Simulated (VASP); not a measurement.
# C (Fd-3m) in VASP: notebook

The runs below take C through single point, with LDA, BLYP+D3(BJ), SVWN5.

All numbers are computed with VASP 6.6.1; they aren't measurements. Logs are shortened: lines on timing, memory, paths and dates and some standing lists are left out, and cuts for length are marked.

### Step 1. The cell of the first run

Symmetry: Fd-3m, No. 227, cubic system. Conventional cell: a = 3.590 Å, b = 3.590 Å, c = 3.590 Å, α = 90.00°, β = 90.00°, γ = 90.00°. Within 2.1 Å of C (site symmetry -43m) lie 4 C at 1.55 Å.

### Step 2. Single point, LDA

INCAR

```
PREC = Accurate
ENCUT = 910
EDIFF = 1E-6
ISMEAR = -1
SIGMA = 0.05
LREAL = False
LASPH = True
NELM = 120
ALGO = Normal
ISIF = 2
LWAVE = False
LCHARG = False
NBANDS = 11
GGA_COMPAT = False
```

KPOINTS

```
Automatic mesh
0
Gamma
  13 13 13
```

POSCAR

```
C
1.0
    0.0000000000      1.7951807415      1.7951807415
    1.7951807415      0.0000000000      1.7951807415
    1.7951807415      1.7951807415      0.0000000000
C
2
Direct
    0.7500000000      0.7500000000      0.7500000000
    0.5000000000      0.5000000000      0.5000000000
```

Potentials or basis: VASP PAW LDA potentials, release 64 (C_h).

Command:

```sh
cat potpaw_LDA.64/C_h/POTCAR > POTCAR
mpirun -np 1 vasp_std > vasp.out
```

OUTCAR:

```text
PREC = Accurate
   ENCUT = 910
   EDIFF = 1E-6
   ISMEAR = -1
   LREAL = False
   LASPH = True
   NELM = 120
   ISIF = 2

 ion  position               nearest neighbor table
   1  0.750  0.750  0.750-
   2  0.500  0.500  0.500-

  LATTYP: Found a face centered cubic cell.
 ALAT       =     3.5903614830

  Lattice vectors:

 A1 = (   0.0000000000,   1.7951807415,   1.7951807415)
 A2 = (   1.7951807415,   0.0000000000,   1.7951807415)
 A3 = (   1.7951807415,   1.7951807415,   0.0000000000)

Analysis of symmetry for initial positions (statically):
=====================================================================
 Subroutine PRICEL returns:
 Original cell was already a primitive cell.

 Routine SETGRP: Setting up the symmetry group for a
 face centered cubic supercell.

 Subroutine GETGRP returns: Found 48 space group operations
 (whereof 24 operations were pure point group operations)
 out of a pool of 48 trial point group operations.

The static configuration has the point symmetry T_d .
 The point group associated with its full space group is O_h .

Analysis of symmetry for dynamics (positions and initial velocities):
=====================================================================
 Subroutine PRICEL returns:
 Original cell was already a primitive cell.

 Routine SETGRP: Setting up the symmetry group for a
 face centered cubic supercell.

 Subroutine GETGRP returns: Found 48 space group operations
 (whereof 24 operations were pure point group operations)
 out of a pool of 48 trial point group operations.

The dynamic configuration has the point symmetry T_d .
 The point group associated with its full space group is O_h .

 Subroutine INISYM returns: Found 48 space group operations
 (whereof 24 operations are pure point group operations),
 and found     1 'primitive' translations

----------------------------------------------------------------------------------------

                                     Primitive cell

  volume of cell :      11.5706

  direct lattice vectors                    reciprocal lattice vectors
     0.000000000  1.795180742  1.795180742    -0.278523487  0.278523487  0.278523487
     1.795180742  0.000000000  1.795180742     0.278523487 -0.278523487  0.278523487
     1.795180742  1.795180742  0.000000000     0.278523487  0.278523487 -0.278523487

  length of vectors
     2.538768952  2.538768952  2.538768952     0.482416831  0.482416831  0.482416831

  position of ions in fractional coordinates (direct lattice)
     0.750000000  0.750000000  0.750000000
[... 80 lines left out ...]
   EDIFFG = 0.1E-04   stopping-criterion for IOM
   NSW    =      0    number of steps for IOM
   IBRION =     -1    ionic relax: 0-MD 1-quasi-New 2-CG
   NFREE  =      0    steps in history (QN), initial steepest desc. (CG)
   ISIF   =      2    stress and relaxation
   ISYM   =      2    0-nonsym 1-usesym 2-fastsym
   POTIM  = 0.5000    time-step for ionic-motion
   TEBEG  =    0.0;   TEEND  =   0.0 temperature during run
   PSTRESS=    0.0 pullay stress
   NELECT =       8.0000    total number of electrons
   NUPDOWN=      -1.0000    fix difference up-down
   EMIN   =  10.00;   EMAX   =-10.00  energy-range for DOS
   EFERMI =   0.00;   METHOD = LEGACY
   ISMEAR =    -1;   SIGMA  =   0.05  broadening in eV -4-tet -1-fermi 0-gaus
   EFERMI_NEDOS =   21; number of points for ismear=-14 and -15
   IALGO  =     38    algorithm
   IMIX   =      4    mixing-type and parameters
     AMIX     =   0.40;   BMIX     =  1.00
     AMIX_MAG =   1.60;   BMIX_MAG =  1.00
  volume/ion in A,a.u.               =       5.79        39.04
  Fermi-wavevector in a.u.,A,eV,Ry     =   1.447616  2.735597 28.512253  2.095592
  Thomas-Fermi vector in A             =   2.565550
   LORBIT       =      0    0 simple, 1 ext, 2 COOP (PROOUT), +10 PAW based schemes
   GGA     = CA    functional components
   LHFCALC =     F    Hartree Fock is set to
   AEXX    =    0.0000 exact exchange contribution
   IVDW    =     0    specifies the selected vdW correction
   LEPSILON=     F    determine dielectric tensor
   LRPA    =     F    only Hartree local field effects (RPA)
 non-spin polarized calculation
  energy-cutoff  :      910.00
  volume of cell :       11.57
 maximum number of plane-waves:       737
 NGX is ok and might be reduce to    28
   NGX = 13   NGY = 13   NGZ = 13

 number of electron       8.0000000 magnetization

 Free energy of the ion-electron system (eV)
  ---------------------------------------------------
  ext. energy  EPLUGINS =         0.00000000
  ---------------------------------------------------
  free energy    TOTEN  =       -20.23275972 eV

  energy without entropy =      -20.23275972  energy(sigma->0) =      -20.23275972

 E-fermi :  11.4764     XC(G=0): -13.5519

 val. band max:       10.5562095204   @ k =   0.0000   0.0000   0.0000
 cond. band min:      14.6195213670   @ k =   0.3846   0.3846   0.0000
 fundamental gap:      4.0633118466
 Fermi energy:        11.4763842276

 k-point     1 :       0.0000    0.0000    0.0000
  band No.  band energies     occupation
      1     -10.5012      2.00000
      2      10.5562      2.00000
      3      10.5562      2.00000
      4      10.5562      2.00000
      5      16.0440      0.00000
      6      16.0440      0.00000
      7      16.0440      0.00000
      8      23.6574      0.00000
      9      29.3046      0.00000
     10      36.9568      0.00000
     11      36.9568      0.00000
[... 309 lines left out ...]
 k-point    24 :       0.4615    0.1538    0.0000
  band No.  band energies     occupation
      1      -5.5528      2.00000
      2      -0.4565      2.00000
      3       6.2284      2.00000
      4       6.7356      2.00000
      5      17.5038      0.00000
      6      20.9135      0.00000
      7      21.2482      0.00000
      8      24.1145      0.00000
      9      30.5859      0.00000
     10      33.2399      0.00000
     11      37.1638      0.00000

 [... further k-points ...]
[... 5 lines left out ...]
  --------------------------------------------------------------------------------------
  -------------------------------------------------------------------------------------
  Total       -1.4816246     -1.4816246     -1.4816246     -0.0000000      0.0000000      0.0000000
  in kB     -205.1607251   -205.1607251   -205.1607251     -0.0000000      0.0000000      0.0000000
  external PRESSURE =    -205.1607251 kB  Pullay stress =       0.0000000 kB

 VOLUME and BASIS-vectors are now :
 -----------------------------------------------------------------------------
  energy-cutoff  :      910.00
  volume of cell :       11.57
      direct lattice vectors                 reciprocal lattice vectors
     0.000000000  1.795180742  1.795180742    -0.278523487  0.278523487  0.278523487
     1.795180742  0.000000000  1.795180742     0.278523487 -0.278523487  0.278523487
     1.795180742  1.795180742  0.000000000     0.278523487  0.278523487 -0.278523487

 POSITION                                       TOTAL-FORCE (eV/Angst)
 -----------------------------------------------------------------------------------
      2.69277      2.69277      2.69277         0.000000      0.000000      0.000000
      1.79518      1.79518      1.79518        -0.000000     -0.000000     -0.000000
 -----------------------------------------------------------------------------------
    total drift:                                0.000000      0.000000     -0.000000

  FREE ENERGIE OF THE ION-ELECTRON SYSTEM (eV)
  ---------------------------------------------------
  free  energy   TOTEN  =       -20.2327597189 eV

  energy  without entropy=      -20.2327597188  energy(sigma->0) =      -20.23275972
```

OSZICAR:

```text
N       E                     dE             d eps       ncg     rms          rms(c)
DAV:   1     0.112063853722E+02    0.11206E+02   -0.64644E+03  1848   0.109E+03
DAV:   2    -0.199443813415E+02   -0.31151E+02   -0.29679E+02  2603   0.168E+02
DAV:   3    -0.209570679618E+02   -0.10127E+01   -0.10097E+01  2229   0.255E+01
DAV:   4    -0.209596504635E+02   -0.25825E-02   -0.25824E-02  2011   0.147E+00
DAV:   5    -0.209596537988E+02   -0.33353E-05   -0.33353E-05  2177   0.545E-02    0.479E+00
DAV:   6    -0.204239371777E+02    0.53572E+00   -0.28106E-01  1938   0.367E+00    0.258E+00
DAV:   7    -0.202329486500E+02    0.19099E+00   -0.34055E-01  2079   0.402E+00    0.350E-01
DAV:   8    -0.202327706742E+02    0.17798E-03   -0.81725E-03  1952   0.830E-01    0.272E-02
DAV:   9    -0.202327583034E+02    0.12371E-04   -0.38860E-05  2141   0.522E-02    0.139E-02
DAV:  10    -0.202327598134E+02   -0.15101E-05   -0.34012E-06  2067   0.163E-02    0.287E-03
DAV:  11    -0.202327597189E+02    0.94586E-07   -0.17776E-07  1041   0.395E-03
   1 F= -.20232760E+02 E0= -.20232760E+02  d E =-.283852E-10
```

Run time: 22 s. Hardware: 1 thread of AMD EPYC 7R43 (Zen 3), shared host; peak memory 0.1 GiB.

What came out:

* Free energy: -20.2328 eV
* Pressure: -20.5 GPa
* Band gap on the k mesh: 4.06 eV, indirect (least direct gap 5.49 eV)

Levels at points of the mesh, in eV from the valence-band top:
```tsv
k point	band 2	band 3	band 4	band 5	band 6	band 7
(0.00, 0.00, 0.00)	0.00	0.00	0.00	5.49	5.49	5.49
```

Caveat: the cutoff is under 1.25 times the usual one of these potentials, so pressure, stress and relaxed cells hold a basis-set (Pulay) error.

### Step 3. Single point, BLYP+D3(BJ)

This run uses another cell than the first one, of 5.68 Å³/atom, 0.982 times its volume.

INCAR

```
PREC     = Accurate       # precision mode
ENCUT    = 600            # plane-wave cutoff, eV
EDIFF    = 1E-6           # SCF threshold, eV
ISMEAR   = -1             # smearing method
SIGMA    = 0.05           # smearing width, eV
LREAL    = F              # projectors in reciprocal space
LASPH    = T              # aspherical terms in the spheres
NELM     = 120            # most SCF steps
ALGO     = Normal         # electronic algorithm
ISIF     = 2              # what is computed and relaxed
LWAVE    = F              # write WAVECAR
LCHARG   = F              # write CHGCAR
GGA      = B5             # functional
ALDAX    = 1.0          
AGGAX    = 1.0          
AGGAC    = 1.0          
ALDAC    = 0.0          
IVDW     = 12             # dispersion correction
VDW_S6   = 1.0          
VDW_S8   = 2.6996       
VDW_A1   = 0.4298       
VDW_A2   = 4.2359       
NBANDS   = 11             # bands
GGA_COMPAT= F
```

KPOINTS

```
regular mesh
0
Gamma
  13 13 13
```

POSCAR

```
C
1.0
    0.0000000000      1.7843615331      1.7843615331
    1.7843615331      0.0000000000      1.7843615331
    1.7843615331      1.7843615331      0.0000000000
C
2
Direct
    0.7500000000      0.7500000000      0.7500000000
    0.5000000000      0.5000000000      0.5000000000
```

Potentials or basis: VASP PAW PBE potentials, release 64 (C).

Command:

```sh
cat potpaw_PBE.64/C/POTCAR > POTCAR
mpirun -np 1 vasp_std > vasp.out
```

Run time: 18 s. Hardware: 1 thread of Intel Xeon 8259CL, shared host; peak memory 0.13 GiB.

Results (log left out):

| Quantity | Value |
| --- | --- |
| Free energy | -17.4602 eV |
| Pressure | 0.1 GPa |
| Band gap on the k mesh | 4.47 eV, indirect (least direct gap 5.74 eV) |
| Dispersion energy per atom | -0.368 eV |

Levels at points of the mesh, in eV from the valence-band top:
| k point | band 2 | band 3 | band 4 | band 5 | band 6 | band 7 |
| --- | --- | --- | --- | --- | --- | --- |
| (0.00, 0.00, 0.00) | 0.00 | 0.00 | 0.00 | 5.74 | 5.74 | 5.74 |

Caveat: the PAW data sets were made with another functional, which shifts forces and pressure a little. A k mesh can miss the band edges.

### Step 4. Single point, SVWN5

This run uses another cell than the first one, of 5.67 Å³/atom, 0.980 times its volume.

INCAR

```
SYSTEM = C
PREC = Accurate
ENCUT = 600
EDIFF = 1E-6
ISMEAR = -1
SIGMA = 0.05
LREAL = .FALSE.
LASPH = .TRUE.
NELM = 120
ALGO = Normal
ISIF = 2
LWAVE = .FALSE.
LCHARG = .FALSE.
GGA = VW
NBANDS = 11
GGA_COMPAT = .FALSE.
```

KPOINTS

```
regular mesh
0
G
  13 13 13
  0 0 0
```

POSCAR

```
C
1.0
    0.0000000000      1.7833700000      1.7833700000
    1.7833700000      0.0000000000      1.7833700000
    1.7833700000      1.7833700000      0.0000000000
C
2
Direct
    0.7500000000      0.7500000000      0.7500000000
    0.5000000000      0.5000000000      0.5000000000
```

Command:

```sh
cat potpaw_PBE.64/C/POTCAR > POTCAR
mpirun -np 1 vasp_std > vasp.out
```

It took 13 s on 1 thread of Intel Xeon 8259CL, shared host; peak memory 0.12 GiB.

It converged, with:

```yaml
Free_energy: -20.2981 eV
Pressure: -12.3 GPa
Band_gap_on_the_k_mesh: 4.12 eV, indirect (least direct gap 5.55 eV)
```

Levels at points of the mesh, in eV from the valence-band top:
| k point | band 1 | band 2 | band 3 | band 4 | band 5 | band 6 | band 7 | band 8 | band 9 |
| --- | --- | --- | --- | --- | --- | --- | --- | --- | --- |
| (0.00, 0.00, 0.00) | -21.32 | 0.00 | 0.00 | 0.00 | 5.55 | 5.55 | 5.55 | 13.56 | 19.01 |

Caveat: the PAW data sets were made with another functional, which shifts forces and pressure a little.

### Step 5. The runs side by side

| level | potentials or basis | cell | cutoff (eV) | second run | gap on the mesh (eV) | pressure (GPa) |
| --- | --- | --- | --- | --- | --- | --- |
| LDA | VASP PAW LDA potentials, release 64 (C_h) | a = 2.539 Å, angles 60.0°, 2 atoms | 910 | hard_potentials | 4.06 | -20.5 |
| BLYP+D3(BJ) | VASP PAW PBE potentials, release 64 (C) | a = 2.523 Å, angles 60.0°, 2 atoms | 600 | - | 4.47 | 0.1 |
| SVWN5 | VASP PAW PBE potentials, release 64 (C) | a = 2.522 Å, angles 60.0°, 2 atoms | 600 | - | 4.12 | -12.3 |

Alike in all rows: task single point; no spin polarisation; k mesh 13 × 13 × 13; smearing fermi-dirac 0.05 eV.

Caveats: the PAW data sets were made with another functional, which shifts forces and pressure a little (some runs); the cutoff is under 1.25 times the usual one of these potentials, so pressure, stress and relaxed cells hold a basis-set (Pulay) error (some runs).

Total energies depend on the potentials used, so only differences within one code and one set of settings carry meaning.
